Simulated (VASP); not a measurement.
# H (P6_3/mmc) in VASP: notebook

Runs on H. Level: PBEsol. Tasks: single point.

All numbers are computed with VASP 6.6.1; they aren't measurements. Logs are shortened: lines on timing, memory, paths and dates and some standing lists are left out, and cuts for length are marked.

### Step 1. The cell of the first run

It takes space group P6_3/mmc (No. 194, hexagonal). The conventional cell has a = 4.054 Å, b = 4.054 Å, c = 4.528 Å, α = 90.00°, β = 90.00°, γ = 120.00°. Within 0.9 Å of H (site symmetry 3m) lie 1 H at 0.67 Å.

### Step 2. Single point, PBEsol

File INCAR:

```
SYSTEM = H
  PREC = Accurate
  ENCUT = 520
  EDIFF = 1E-7
  ISMEAR = 0
  SIGMA = 0.05
  LREAL = .False.
  LASPH = .True.
  NELM = 60
  ALGO = Normal
  ISIF = 2
  LWAVE = .False.
  LCHARG = .False.
  GGA = PS
  NBANDS = 10
```

File KPOINTS:

```
regular mesh
0
Gamma
  9 9 6
  0 0 0
```

File POSCAR:

```
H
1.0
    4.0538997000      0.0000000000      0.0000000000
   -2.0269498500      3.5107801246      0.0000000000
    0.0000000000      0.0000000000      4.5284557732
H
4
Direct
    0.3333333333      0.6666666667      0.1764958800
    0.6666666667      0.3333333333      0.6764958800
    0.6666666667      0.3333333333      0.8235041200
    0.3333333333      0.6666666667      0.3235041200
```

Potentials or basis: VASP PAW PBE potentials, release 64 (H).

Command:

```sh
$ cat potpaw_PBE.64/H/POTCAR > POTCAR
$ mpirun -np 1 vasp_std > vasp.out
```

OUTCAR:

```text
SYSTEM = H
   PREC = Accurate
   ENCUT = 520
   EDIFF = 1E-7
   ISMEAR = 0
   LREAL = .False.
   LASPH = .True.
   NELM = 60
   ISIF = 2
   GGA = PS

 ion  position               nearest neighbor table
   1  0.333  0.667  0.176-   4 0.67
   2  0.667  0.333  0.676-   3 0.67
   3  0.667  0.333  0.824-   2 0.67
   4  0.333  0.667  0.324-   1 0.67

  LATTYP: Found a hexagonal cell.
 ALAT       =     4.0538997000
 C/A-ratio  =     1.1170616217

  Lattice vectors:

 A1 = (   4.0538997000,   0.0000000000,   0.0000000000)
 A2 = (  -2.0269498500,   3.5107801246,   0.0000000000)
 A3 = (   0.0000000000,   0.0000000000,   4.5284557732)

Analysis of symmetry for initial positions (statically):
=====================================================================
 Subroutine PRICEL returns:
 Original cell was already a primitive cell.

 Routine SETGRP: Setting up the symmetry group for a
 hexagonal supercell.

 Subroutine GETGRP returns: Found 24 space group operations
 (whereof 12 operations were pure point group operations)
 out of a pool of 24 trial point group operations.

The static configuration has the point symmetry D_3d.
 The point group associated with its full space group is D_6h.

Analysis of symmetry for dynamics (positions and initial velocities):
=====================================================================
 Subroutine PRICEL returns:
 Original cell was already a primitive cell.

 Routine SETGRP: Setting up the symmetry group for a
 hexagonal supercell.

 Subroutine GETGRP returns: Found 24 space group operations
 (whereof 12 operations were pure point group operations)
 out of a pool of 24 trial point group operations.

The dynamic configuration has the point symmetry D_3d.
 The point group associated with its full space group is D_6h.

 Subroutine INISYM returns: Found 24 space group operations
 (whereof 12 operations are pure point group operations),
 and found     1 'primitive' translations

----------------------------------------------------------------------------------------

                                     Primitive cell

  volume of cell :      64.4506

  direct lattice vectors                    reciprocal lattice vectors
     4.053899700  0.000000000  0.000000000     0.246676059  0.142418489  0.000000000
    -2.026949850  3.510780125  0.000000000     0.000000000  0.284836978  0.000000000
     0.000000000  0.000000000  4.528455773     0.000000000  0.000000000  0.220825829

  length of vectors
     4.053899700  4.053899700  4.528455773     0.284836978  0.284836978  0.220825829

  position of ions in fractional coordinates (direct lattice)
     0.333333333  0.666666667  0.176495880
     0.666666667  0.333333333  0.676495880
     0.666666667  0.333333333  0.823504120
     0.333333333  0.666666667  0.323504120

  ion indices of the primitive-cell ions
   primitive index   ion index
                 1           1
                 2           2
                 3           3
                 4           4

----------------------------------------------------------------------------------------

 KPOINTS: regular mesh

Automatic generation of k-mesh.
 Grid dimensions read from file:
 generate k-points for:    9    9    6

 Generating k-lattice:

  Cartesian coordinates                     Fractional coordinates (reciprocal lattice)
     0.027408451  0.015824277  0.000000000     0.111111111  0.000000000  0.000000000
     0.000000000  0.031648553  0.000000000     0.000000000  0.111111111  0.000000000
     0.000000000  0.000000000  0.036804305     0.000000000  0.000000000  0.166666667

  Length of vectors
     0.031648553  0.031648553  0.036804305

  Shift w.r.t. Gamma in fractional coordinates (k-lattice)
     0.000000000  0.000000000  0.000000000

 Subroutine IBZKPT returns following result:
 ===========================================

 Found     48 irreducible k-points:

 Following reciprocal coordinates:
            Coordinates               Weight
  0.000000  0.000000  0.000000      1.000000
  0.111111 -0.000000  0.000000      6.000000
  0.222222 -0.000000  0.000000      6.000000
  0.333333  0.000000  0.000000      6.000000
  0.444444 -0.000000  0.000000      6.000000
  0.111111  0.111111  0.000000      6.000000
[... 16 lines left out ...]
  0.333333  0.222222  0.166667     24.000000
  0.333333  0.333333  0.166667      4.000000
 [... further k-points ...]
   k-points           NKPTS =     48   k-points in BZ     NKDIM =     48   number of bands    NBANDS=     10
   number of dos      NEDOS =    301   number of ions     NIONS =      4
   total plane-waves  NPLWV =  32400
   dimension x,y,z NGX =    30 NGY =   30 NGZ =   36
   dimension x,y,z NGXF=    60 NGYF=   60 NGZF=   72
   ions per type =               4
   NGX,Y,Z   is equivalent  to a cutoff of  12.30, 12.30, 13.22 a.u.
   NGXF,Y,Z  is equivalent  to a cutoff of  24.61, 24.61, 26.43 a.u.
 SYSTEM =  H
   PREC   = accura    normal or accurate (medium, high low for compatibility)
   ISTART =      0    job   : 0-new  1-cont  2-samecut
   ICHARG =      2    charge: 1-file 2-atom 10-const
   ISPIN  =      1    spin polarized calculation?
   LNONCOLLINEAR =      F non collinear calculations
   LSORBIT =      F    spin-orbit coupling
   LASPH  =      T    aspherical Exc in radial PAW
   ENCUT  =  520.0 eV  38.22 Ry    6.18 a.u.   7.54  7.54  8.42*2*pi/ulx,y,z
   NELM   =     60;   NELMIN=  2; NELMDL= -5     # of ELM steps
   EDIFF  = 0.1E-06   stopping-criterion for ELM
   LREAL  =      F    real-space projection
   EDIFFG = 0.1E-05   stopping-criterion for IOM
   NSW    =      0    number of steps for IOM
   IBRION =     -1    ionic relax: 0-MD 1-quasi-New 2-CG
   NFREE  =      0    steps in history (QN), initial steepest desc. (CG)
   ISIF   =      2    stress and relaxation
   ISYM   =      2    0-nonsym 1-usesym 2-fastsym
   POTIM  = 0.5000    time-step for ionic-motion
   TEBEG  =    0.0;   TEEND  =   0.0 temperature during run
   PSTRESS=    0.0 pullay stress
   NELECT =       4.0000    total number of electrons
   NUPDOWN=      -1.0000    fix difference up-down
   EMIN   =  10.00;   EMAX   =-10.00  energy-range for DOS
   EFERMI =   0.00;   METHOD = LEGACY
   ISMEAR =     0;   SIGMA  =   0.05  broadening in eV -4-tet -1-fermi 0-gaus
   EFERMI_NEDOS =   21; number of points for ismear=-14 and -15
   IALGO  =     38    algorithm
   IMIX   =      4    mixing-type and parameters
     AMIX     =   0.40;   BMIX     =  1.00
     AMIX_MAG =   1.60;   BMIX_MAG =  1.00
  volume/ion in A,a.u.               =      16.11       108.73
  Fermi-wavevector in a.u.,A,eV,Ry     =   0.648165  1.224855  5.716059  0.420119
  Thomas-Fermi vector in A             =   1.716710
   LORBIT       =      0    0 simple, 1 ext, 2 COOP (PROOUT), +10 PAW based schemes
   GGA     = PS    functional components
   LHFCALC =     F    Hartree Fock is set to
   AEXX    =    0.0000 exact exchange contribution
   IVDW    =     0    specifies the selected vdW correction
   LEPSILON=     F    determine dielectric tensor
   LRPA    =     F    only Hartree local field effects (RPA)
 non-spin polarized calculation
 Gauss-broadening in eV      SIGMA  =   0.05
  energy-cutoff  :      520.00
  volume of cell :       64.45
 maximum number of plane-waves:      1763
 NGX is ok and might be reduce to    30
   NGX = 15   NGY = 15   NGZ = 17

 number of electron       3.9999997 magnetization

 Free energy of the ion-electron system (eV)
  ---------------------------------------------------
  ext. energy  EPLUGINS =         0.00000000
  ---------------------------------------------------
  free energy    TOTEN  =       -12.69571065 eV

  energy without entropy =      -12.69571065  energy(sigma->0) =      -12.69571065

 E-fermi :  -8.8366     XC(G=0):  -4.3480

 val. band max:       -9.0835527517   @ k =   0.0000   0.0000   0.0000
 cond. band min:       1.1186751143   @ k =   0.4444  -0.0000   0.3333
 fundamental gap:     10.2022278660
 Fermi energy:        -8.8365686319

 k-point     1 :       0.0000    0.0000    0.0000
  band No.  band energies     occupation
      1     -10.5481      2.00000
      2      -9.0836      2.00000
      3       1.9309      0.00000
      4       2.8471      0.00000
      5       6.5516      0.00000
      6       7.2852      0.00000
      7       7.2852      0.00000
      8       8.7233      0.00000
      9       8.7835      0.00000
     10       8.7835      0.00000

 k-point     2 :       0.1111   -0.0000    0.0000
  band No.  band energies     occupation
      1     -10.4951      2.00000
      2      -9.1058      2.00000
      3       2.0586      0.00000
      4       2.6911      0.00000
      5       5.6770      0.00000
      6       6.7009      0.00000
      7       7.6181      0.00000
      8       8.3954      0.00000
      9       9.5205      0.00000
     10       9.5683      0.00000

 k-point     3 :       0.2222   -0.0000    0.0000
  band No.  band energies     occupation
      1     -10.3470      2.00000
      2      -9.1754      2.00000
      3       2.2806      0.00000
      4       2.4343      0.00000
      5       4.7295      0.00000
      6       5.9345      0.00000
      7       7.5561      0.00000
      8       7.6558      0.00000
      9      10.4908      0.00000
     10      10.7531      0.00000
[... 248 lines left out ...]
 k-point    23 :       0.3333    0.2222    0.1667
  band No.  band energies     occupation
      1      -9.7990      2.00000
      2      -9.5136      2.00000
      3       1.5715      0.00000
      4       2.6736      0.00000
      5       3.2177      0.00000
      6       5.5814      0.00000
      7       6.5556      0.00000
      8       6.9202      0.00000
      9      10.3694      0.00000
     10      11.6146      0.00000

 k-point    24 :       0.3333    0.3333    0.1667
  band No.  band energies     occupation
      1      -9.6466      2.00000
      2      -9.6466      2.00000
      3       1.6666      0.00000
      4       2.7803      0.00000
      5       2.7803      0.00000
      6       6.0964      0.00000
      7       6.0964      0.00000
      8       6.4935      0.00000
      9      11.3970      0.00000
     10      12.3046      0.00000

 [... further k-points ...]

------------------------ aborting loop because EDIFF is reached ----------------------------------------

  FORCE on cell =-STRESS in cart. coord.  units (eV):
  Direction    XX          YY          ZZ          XY          YZ          ZX
  --------------------------------------------------------------------------------------
  -------------------------------------------------------------------------------------
  Total       -0.0500827     -0.0500827      5.6081827      0.0000000      0.0000000      0.0000000
  in kB       -1.2450064     -1.2450064    139.4138678      0.0000000      0.0000000      0.0000000
  external PRESSURE =      45.6412850 kB  Pullay stress =       0.0000000 kB

 VOLUME and BASIS-vectors are now :
 -----------------------------------------------------------------------------
  energy-cutoff  :      520.00
  volume of cell :       64.45
      direct lattice vectors                 reciprocal lattice vectors
     4.053899700  0.000000000  0.000000000     0.246676059  0.142418489  0.000000000
    -2.026949850  3.510780125  0.000000000     0.000000000  0.284836978  0.000000000
     0.000000000  0.000000000  4.528455773     0.000000000  0.000000000  0.220825829

 POSITION                                       TOTAL-FORCE (eV/Angst)
 -----------------------------------------------------------------------------------
     -0.00000      2.34052      0.79925         0.000000     -0.000000     -4.249503
      2.02695      1.17026      3.06348        -0.000000      0.000000     -4.249503
      2.02695      1.17026      3.72920        -0.000000      0.000000      4.249503
     -0.00000      2.34052      1.46497         0.000000     -0.000000      4.249503
 -----------------------------------------------------------------------------------
    total drift:                                0.000000     -0.000000      0.000000

  FREE ENERGIE OF THE ION-ELECTRON SYSTEM (eV)
  ---------------------------------------------------
  free  energy   TOTEN  =       -12.6957106462 eV

  energy  without entropy=      -12.6957106462  energy(sigma->0) =      -12.69571065
```

Wall time 32 s (1 thread of AMD EPYC 7R43 (Zen 3), shared host); peak memory 0.13 GiB.

What came out:

* Free energy: -12.6957 eV
* Pressure: 4.6 GPa
* Largest force: 4.250 eV/Å
* Band gap on the k mesh: 10.20 eV, indirect (least direct gap 10.63 eV)

Forces in eV/Å, atoms in the order of the input:
```
H    0.000  0.000 -4.250
H    0.000  0.000 -4.250
H    0.000  0.000  4.250
H    0.000  0.000  4.250
```

Stress tensor (GPa, compression positive):
```
-0.12  0.00  0.00
 0.00 -0.12  0.00
 0.00  0.00 13.94
```

Levels at points of the mesh, in eV from the valence-band top:
```
           k point  band 1  band 2  band 3  band 4  band 5  band 6  band 7
(0.00, 0.00, 0.00)   -1.46    0.00   11.01   11.93   15.64   16.37   16.37
(0.00, 0.00, 0.50)   -0.76   -0.76   10.84   10.84   17.84   17.84   17.84
```

Caveat: the PAW data sets were made with another functional, which shifts forces and pressure a little.

(Part 1 of 3 ends here.)
